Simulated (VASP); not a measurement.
# Pb (Fm-3m) in VASP: further runs

Aim: see how the results for Pb move with the level of theory and the settings. Levels: BLYP+D3(BJ), SVWN5, LDA. Tasks: single point.

Everything below comes from runs of VASP 6.6.1. Logs are shortened: lines on timing, memory, paths and dates and some standing lists are left out, and cuts for length are marked.

### Step 1. The cell of the first run

The structure is cubic, space group Fm-3m (No. 225). Conventional cell: a = 4.983 Å, b = 4.983 Å, c = 4.983 Å, α = 90.00°, β = 90.00°, γ = 90.00°. Within 4.6 Å of Pb (site symmetry m-3m) lie 12 Pb at 3.52 Å.

### Step 2. Single point, BLYP+D3(BJ)

The input, INCAR:

```
PREC     = Accurate       # precision mode
ENCUT    = 520            # plane-wave cutoff, eV
EDIFF    = 1E-6           # SCF threshold, eV
ISMEAR   = -1             # smearing method
SIGMA    = 0.05           # smearing width, eV
LREAL    = False          # projectors in reciprocal space
LASPH    = True           # aspherical terms in the spheres
NELM     = 60             # most SCF steps
ALGO     = Fast           # electronic algorithm
ISIF     = 2              # what is computed and relaxed
LWAVE    = False          # write WAVECAR
LCHARG   = False          # write CHGCAR
GGA      = B5             # functional
ALDAX    = 1.0          
AGGAX    = 1.0          
AGGAC    = 1.0          
ALDAC    = 0.0          
IVDW     = 12             # dispersion correction
VDW_S6   = 1.0          
VDW_S8   = 2.6996       
VDW_A1   = 0.4298       
VDW_A2   = 4.2359       
NBANDS   = 13             # bands
```

The input, KPOINTS:

```
Automatic mesh
0
Gamma
  9 9 9
```

The input, POSCAR:

```
Pb
1.0
    0.0000000000      2.4914113386      2.4914113386
    2.4914113386      0.0000000000      2.4914113386
    2.4914113386      2.4914113386      0.0000000000
Pb
1
Direct
    0.0000000000      0.0000000000      0.0000000000
```

Potentials or basis: VASP PAW PBE potentials, release 64 (Pb_d).

The run is started by

```sh
$ cat potpaw_PBE.64/Pb_d/POTCAR > POTCAR
$ mpirun -np 1 vasp_std > vasp.out
```

OUTCAR:

```text
PREC = Accurate
   ENCUT = 520
   EDIFF = 1E-6
   ISMEAR = -1
   LREAL = False
   LASPH = True
   NELM = 60
   ISIF = 2
   GGA = B5
   IVDW = 12
 IVDW          = 12

 ion  position               nearest neighbor table
   1  0.000  0.000  0.000-

  LATTYP: Found a face centered cubic cell.
 ALAT       =     4.9828226772

  Lattice vectors:

 A1 = (   0.0000000000,   2.4914113386,   2.4914113386)
 A2 = (   2.4914113386,   0.0000000000,   2.4914113386)
 A3 = (   2.4914113386,   2.4914113386,   0.0000000000)

Analysis of symmetry for initial positions (statically):
[... 5 lines left out ...]
 face centered cubic supercell.

 Subroutine GETGRP returns: Found 48 space group operations
 (whereof 48 operations were pure point group operations)
 out of a pool of 48 trial point group operations.

The static configuration has the point symmetry O_h .

Analysis of symmetry for dynamics (positions and initial velocities):
[... 5 lines left out ...]
 face centered cubic supercell.

 Subroutine GETGRP returns: Found 48 space group operations
 (whereof 48 operations were pure point group operations)
 out of a pool of 48 trial point group operations.

The dynamic configuration has the point symmetry O_h .

 Subroutine INISYM returns: Found 48 space group operations
 (whereof 48 operations are pure point group operations),
 and found     1 'primitive' translations

----------------------------------------------------------------------------------------

                                     Primitive cell

  volume of cell :      30.9290

  direct lattice vectors                    reciprocal lattice vectors
     0.000000000  2.491411339  2.491411339    -0.200689462  0.200689462  0.200689462
     2.491411339  0.000000000  2.491411339     0.200689462 -0.200689462  0.200689462
     2.491411339  2.491411339  0.000000000     0.200689462  0.200689462 -0.200689462

  length of vectors
     3.523387704  3.523387704  3.523387704     0.347604344  0.347604344  0.347604344

  position of ions in fractional coordinates (direct lattice)
     0.000000000  0.000000000  0.000000000

  ion indices of the primitive-cell ions
   primitive index   ion index
                 1           1

----------------------------------------------------------------------------------------

 KPOINTS: Automatic mesh

Automatic generation of k-mesh.
 Grid dimensions read from file:
 generate k-points for:    9    9    9

 Generating k-lattice:

  Cartesian coordinates                     Fractional coordinates (reciprocal lattice)
    -0.022298829  0.022298829  0.022298829     0.111111111  0.000000000  0.000000000
     0.022298829 -0.022298829  0.022298829     0.000000000  0.111111111  0.000000000
     0.022298829  0.022298829 -0.022298829     0.000000000  0.000000000  0.111111111

  Length of vectors
     0.038622705  0.038622705  0.038622705

  Shift w.r.t. Gamma in fractional coordinates (k-lattice)
     0.000000000  0.000000000  0.000000000

 Subroutine IBZKPT returns following result:
 ===========================================

 Found     35 irreducible k-points:

 Following reciprocal coordinates:
            Coordinates               Weight
  0.000000  0.000000  0.000000      1.000000
  0.111111  0.000000  0.000000      8.000000
  0.222222  0.000000  0.000000      8.000000
  0.333333  0.000000  0.000000      8.000000
  0.444444  0.000000  0.000000      8.000000
  0.111111  0.111111  0.000000      6.000000
[... 16 lines left out ...]
 -0.333333  0.333333  0.000000     12.000000
  0.444444  0.444444  0.000000      6.000000
 [... further k-points ...]
   k-points           NKPTS =     35   k-points in BZ     NKDIM =     35   number of bands    NBANDS=     13
   number of dos      NEDOS =    301   number of ions     NIONS =      1
   total plane-waves  NPLWV =  21952
   dimension x,y,z NGX =    28 NGY =   28 NGZ =   28
   dimension x,y,z NGXF=    56 NGYF=   56 NGZF=   56
   ions per type =               1
   NGX,Y,Z   is equivalent  to a cutoff of  13.21, 13.21, 13.21 a.u.
   NGXF,Y,Z  is equivalent  to a cutoff of  26.42, 26.42, 26.42 a.u.
 SYSTEM =  unknown system
   PREC   = accura    normal or accurate (medium, high low for compatibility)
   ISTART =      0    job   : 0-new  1-cont  2-samecut
   ICHARG =      2    charge: 1-file 2-atom 10-const
   ISPIN  =      1    spin polarized calculation?
   LNONCOLLINEAR =      F non collinear calculations
   LSORBIT =      F    spin-orbit coupling
   LASPH  =      T    aspherical Exc in radial PAW
   ENCUT  =  520.0 eV  38.22 Ry    6.18 a.u.   6.55  6.55  6.55*2*pi/ulx,y,z
   NELM   =     60;   NELMIN=  2; NELMDL= -5     # of ELM steps
   EDIFF  = 0.1E-05   stopping-criterion for ELM
   LREAL  =      F    real-space projection
   EDIFFG = 0.1E-04   stopping-criterion for IOM
   NSW    =      0    number of steps for IOM
   IBRION =     -1    ionic relax: 0-MD 1-quasi-New 2-CG
   NFREE  =      0    steps in history (QN), initial steepest desc. (CG)
   ISIF   =      2    stress and relaxation
   ISYM   =      2    0-nonsym 1-usesym 2-fastsym
   POTIM  = 0.5000    time-step for ionic-motion
   TEBEG  =    0.0;   TEEND  =   0.0 temperature during run
   PSTRESS=    0.0 pullay stress
   NELECT =      14.0000    total number of electrons
   NUPDOWN=      -1.0000    fix difference up-down
   EMIN   =  10.00;   EMAX   =-10.00  energy-range for DOS
   EFERMI =   0.00;   METHOD = LEGACY
   ISMEAR =    -1;   SIGMA  =   0.05  broadening in eV -4-tet -1-fermi 0-gaus
   EFERMI_NEDOS =   21; number of points for ismear=-14 and -15
   IALGO  =     68    algorithm
   IMIX   =      4    mixing-type and parameters
     AMIX     =   0.40;   BMIX     =  1.00
     AMIX_MAG =   1.60;   BMIX_MAG =  1.00
  volume/ion in A,a.u.               =      30.93       208.72
  Fermi-wavevector in a.u.,A,eV,Ry     =   1.256981  2.375350 21.497225  1.580001
  Thomas-Fermi vector in A             =   2.390662
   LORBIT       =      0    0 simple, 1 ext, 2 COOP (PROOUT), +10 PAW based schemes
   GGA     = B5    functional components
   LHFCALC =     F    Hartree Fock is set to
   AEXX    =    0.0000 exact exchange contribution
   IVDW    =    12    specifies the selected vdW correction
   LEPSILON=     F    determine dielectric tensor
   LRPA    =     F    only Hartree local field effects (RPA)
 non-spin polarized calculation
 RMM-DIIS sequential band-by-band and
  energy-cutoff  :      520.00
  volume of cell :       30.93
 maximum number of plane-waves:       869
 NGX is ok and might be reduce to    28
   NGX = 13   NGY = 13   NGZ = 13

 number of electron      14.0000000 magnetization

 Free energy of the ion-electron system (eV)
  ---------------------------------------------------
  ext. energy  EPLUGINS =         0.00000000
  ---------------------------------------------------
  free energy    TOTEN  =        -2.83486504 eV

  energy without entropy =       -2.83142934  energy(sigma->0) =       -2.83314719

 E-fermi :   7.4376     XC(G=0):  -9.5020

 val. band max:        7.2206175043   @ k =  -0.3333   0.3333   0.1111
 cond. band min:       7.4474045231   @ k =   0.3333   0.3333   0.0000
 fundamental gap:      0.2267870187
 Fermi energy:         7.4376198933

 k-point     1 :       0.0000    0.0000    0.0000
  band No.  band energies     occupation
      1      -9.5124      2.00000
      2      -9.5124      2.00000
      3      -9.5124      2.00000
      4      -9.3783      2.00000
      5      -9.3783      2.00000
      6      -4.1033      2.00000
      7      14.6331      0.00000
      8      14.6331      0.00000
      9      14.6331      0.00000
     10      17.5925      0.00000
     11      19.1124      0.00000
     12      20.0212      0.00000
     13      20.0212      0.00000

 k-point     2 :       0.1111    0.0000    0.0000
  band No.  band energies     occupation
      1      -9.5125      2.00000
      2      -9.4966      2.00000
      3      -9.4966      2.00000
      4      -9.3782      2.00000
      5      -9.3782      2.00000
      6      -3.8724      2.00000
      7      12.4369      0.00000
      8      14.3678      0.00000
      9      14.3678      0.00000
     10      17.1547      0.00000
     11      20.0264      0.00000
     12      20.4844      0.00000
     13      20.4853      0.00000

 k-point     3 :       0.2222    0.0000    0.0000
  band No.  band energies     occupation
      1      -9.5160      2.00000
      2      -9.4778      2.00000
      3      -9.4778      2.00000
      4      -9.3563      2.00000
      5      -9.3563      2.00000
      6      -3.1840      2.00000
      7       9.0915      0.00000
      8      13.7932      0.00000
      9      13.7932      0.00000
     10      16.7953      0.00000
     11      19.5920      0.00000
     12      20.1751      0.00000
     13      20.1751      0.00000
[... 305 lines left out ...]
 k-point    23 :      -0.3333    0.3333    0.0000
  band No.  band energies     occupation
      1      -9.5619      2.00000
      2      -9.4103      2.00000
      3      -9.3666      2.00000
      4      -9.3463      2.00000
      5      -9.2859      2.00000
      6       0.2428      2.00000
      7       5.8538      2.00000
      8       6.0905      2.00000
      9      11.0638      0.00000
     10      14.7272      0.00000
     11      21.2963      0.00000
     12      22.9022      0.00000
     13      22.9514      0.00000

 k-point    24 :       0.4444    0.4444    0.0000
  band No.  band energies     occupation
      1      -9.6606      2.00000
      2      -9.5706      2.00000
      3      -9.2631      2.00000
      4      -9.2261      2.00000
      5      -9.2261      2.00000
      6       0.2731      2.00000
      7       4.9103      2.00000
      8       9.6137      0.00000
      9       9.6137      0.00000
     10      13.3550      0.00000
     11      14.4636      0.00000
     12      25.6514      0.00000
     13      27.3339      0.00000

 [... further k-points ...]

------------------------ aborting loop because EDIFF is reached ----------------------------------------

 Edisp (eV)   -0.98020

 E8    (eV) :    -0.7703

  FORCE on cell =-STRESS in cart. coord.  units (eV):
  Direction    XX          YY          ZZ          XY          YZ          ZX
  --------------------------------------------------------------------------------------
  -------------------------------------------------------------------------------------
  Total      -0.02767    -0.02767    -0.02767     0.00000     0.00000    -0.00000
  in kB      -1.43311    -1.43311    -1.43311     0.00000     0.00000    -0.00000
  external pressure =       -1.43 kB  Pullay stress =        0.00 kB

 VOLUME and BASIS-vectors are now :
 -----------------------------------------------------------------------------
  energy-cutoff  :      520.00
  volume of cell :       30.93
      direct lattice vectors                 reciprocal lattice vectors
     0.000000000  2.491411339  2.491411339    -0.200689462  0.200689462  0.200689462
     2.491411339  0.000000000  2.491411339     0.200689462 -0.200689462  0.200689462
     2.491411339  2.491411339  0.000000000     0.200689462  0.200689462 -0.200689462

 POSITION                                       TOTAL-FORCE (eV/Angst)
 -----------------------------------------------------------------------------------
      0.00000      0.00000      0.00000         0.000000      0.000000      0.000000
 -----------------------------------------------------------------------------------
    total drift:                               -0.000000     -0.000000     -0.000000

  FREE ENERGIE OF THE ION-ELECTRON SYSTEM (eV)
  ---------------------------------------------------
  free  energy   TOTEN  =        -3.8150603515 eV

  energy  without entropy=       -3.8116246516  energy(sigma->0) =       -3.81334250
```

It took 17 s on 1 thread of Intel Xeon 6975P-C, shared host; peak memory 0.16 GiB.

What came out:

| Quantity | Value |
| --- | --- |
| Free energy | -3.8151 eV |
| Pressure | -0.1 GPa |
| Band gap on the k mesh | zero (band 7 reaches 14.63 eV, above the bottom of band 8 at 6.09 eV) |
| Dispersion energy per atom | -0.980 eV |

Caveat: the PAW data sets were made with another functional, which shifts forces and pressure a little; spin-orbit coupling is left out, which moves the levels of the heavy elements; pairwise dispersion overbinds metals, which lowers pressure and volume.

### Step 3. Single point, BLYP+D3(BJ)

This run uses another cell than the first one, of 31.54 Å³/atom, 1.020 times its volume.

The input, INCAR:

```
  PREC = Accurate
  ENCUT = 520
  EDIFF = 1E-7
  ISMEAR = -1
  SIGMA = 0.05
  LREAL = F
  LASPH = T
  NELM = 100
  ALGO = Fast
  ISIF = 2
  LWAVE = F
  LCHARG = F
  GGA = B5
  ALDAX = 1.0
  AGGAX = 1.0
  AGGAC = 1.0
  ALDAC = 0.0
  IVDW = 12
  VDW_S6 = 1.0
  VDW_S8 = 2.6996
  VDW_A1 = 0.4298
  VDW_A2 = 4.2359
  NBANDS = 13
```

KPOINTS is that of step 2.

The input, POSCAR:

```
Pb
1.0
    0.0000000000      2.5075897876      2.5075897876
    2.5075897876      0.0000000000      2.5075897876
    2.5075897876      2.5075897876      0.0000000000
Pb
1
Direct
    0.0000000000      0.0000000000      0.0000000000
```

Potentials or basis: VASP PAW PBE potentials, release 64 (Pb_d).

The run is started by

```sh
$ cat potpaw_PBE.64/Pb_d/POTCAR > POTCAR
$ mpirun -np 1 vasp_std > vasp.out
```

OUTCAR:

```text
PREC = Accurate
   ENCUT = 520
   EDIFF = 1E-7
   ISMEAR = -1
   LREAL = F
   LASPH = T
   NELM = 100
   ISIF = 2
   GGA = B5
   IVDW = 12
 IVDW          = 12

 ion  position               nearest neighbor table
   1  0.000  0.000  0.000-

  LATTYP: Found a face centered cubic cell.
 ALAT       =     5.0151795752

  Lattice vectors:

 A1 = (   0.0000000000,   2.5075897876,   2.5075897876)
[... 562 lines left out ...]
     11      14.1889      0.00000
     12      25.3248      0.00000
     13      26.8976      0.00000

 [... further k-points ...]

------------------------ aborting loop because EDIFF is reached ----------------------------------------

 Edisp (eV)   -0.96136

 E8    (eV) :    -0.7555

  FORCE on cell =-STRESS in cart. coord.  units (eV):
  Direction    XX          YY          ZZ          XY          YZ          ZX
  --------------------------------------------------------------------------------------
  -------------------------------------------------------------------------------------
  Total      -0.19069    -0.19069    -0.19069    -0.00000    -0.00000     0.00000
  in kB      -9.68804    -9.68804    -9.68804    -0.00000    -0.00000     0.00000
  external pressure =       -9.69 kB  Pullay stress =        0.00 kB

 VOLUME and BASIS-vectors are now :
 -----------------------------------------------------------------------------
  energy-cutoff  :      520.00
  volume of cell :       31.54
      direct lattice vectors                 reciprocal lattice vectors
     0.000000000  2.507589788  2.507589788    -0.199394655  0.199394655  0.199394655
     2.507589788  0.000000000  2.507589788     0.199394655 -0.199394655  0.199394655
     2.507589788  2.507589788  0.000000000     0.199394655  0.199394655 -0.199394655

 POSITION                                       TOTAL-FORCE (eV/Angst)
 -----------------------------------------------------------------------------------
      0.00000      0.00000      0.00000         0.000000     -0.000000      0.000000
 -----------------------------------------------------------------------------------
    total drift:                               -0.000000     -0.000000     -0.000000

  FREE ENERGIE OF THE ION-ELECTRON SYSTEM (eV)
  ---------------------------------------------------
  free  energy   TOTEN  =        -3.8130924706 eV

  energy  without entropy=       -3.8097116128  energy(sigma->0) =       -3.81140204
```

OSZICAR:

```text
N       E                     dE             d eps       ncg     rms          rms(c)
DAV:   1     0.105297107412E+03    0.10530E+03   -0.71059E+03   928   0.123E+03
DAV:   2     0.209218650638E+01   -0.10320E+03   -0.10047E+03   935   0.307E+02
DAV:   3    -0.276445447397E+01   -0.48566E+01   -0.48405E+01  1138   0.714E+01
DAV:   4    -0.287406282122E+01   -0.10961E+00   -0.10959E+00  1147   0.118E+01
DAV:   5    -0.287874241438E+01   -0.46796E-02   -0.46795E-02  1266   0.225E+00    0.830E-01
RMM:   6    -0.285527589723E+01    0.23467E-01   -0.31062E-02  1093   0.272E+00    0.329E-01
RMM:   7    -0.285153630785E+01    0.37396E-02   -0.15786E-02  1107   0.157E+00    0.672E-02
RMM:   8    -0.285166997986E+01   -0.13367E-03   -0.27336E-03  1353   0.611E-01    0.175E-02
RMM:   9    -0.285172564284E+01   -0.55663E-04   -0.51225E-04  1361   0.225E-01    0.178E-02
RMM:  10    -0.285173183971E+01   -0.61969E-05   -0.14331E-04  1184   0.212E-01    0.159E-02
RMM:  11    -0.285172577568E+01    0.60640E-05   -0.67265E-05  1301   0.109E-01    0.132E-03
RMM:  12    -0.285172876900E+01   -0.29933E-05   -0.31329E-05  1367   0.556E-02    0.166E-03
RMM:  13    -0.285172915772E+01   -0.38872E-06   -0.43980E-06  1374   0.201E-02    0.205E-03
RMM:  14    -0.285172911096E+01    0.46767E-07   -0.41513E-07   940   0.976E-03
   1 F= -.38130925E+01 E0= -.38114020E+01  d E =-.338086E-02
```

stdout:

```text
POSCAR found type information on POSCAR Pb
 POSCAR found :  1 types and       1 ions
 scaLAPACK will be used
 -----------------------------------------------------------------------------
|                                                                             |
|                                                                             |
|     You enforced a specific xc type in the INCAR file but a different       |
|     I HOPE YOU KNOW WHAT YOU ARE DOING!                                     |
|                                                                             |
 -----------------------------------------------------------------------------

 LDA part: xc-table for (Slater(with rela. corr.)+VWN5), standard interpolation
 POSCAR, INCAR and KPOINTS ok, starting setup
 FFT: planning ... GRIDC
 FFT: planning ... GRID_SOFT
 FFT: planning ... GRID
 WAVECAR not read
 entering main loop
```

Run time: 20 s. Hardware: 1 thread of Intel Xeon 6975P-C, shared host; peak memory 0.16 GiB.

Results:

| Property | Result |
| --- | --- |
| Free energy | -3.8131 eV |
| Pressure | -1.0 GPa |
| Band gap on the k mesh | zero (band 7 reaches 14.26 eV, above the bottom of band 8 at 5.91 eV) |
| Dispersion energy per atom | -0.961 eV |

Caveat: the PAW data sets were made with another functional, which shifts forces and pressure a little; spin-orbit coupling is left out, which moves the levels of the heavy elements; pairwise dispersion overbinds metals, which lowers pressure and volume.

(Continued in part 2 of 2.)
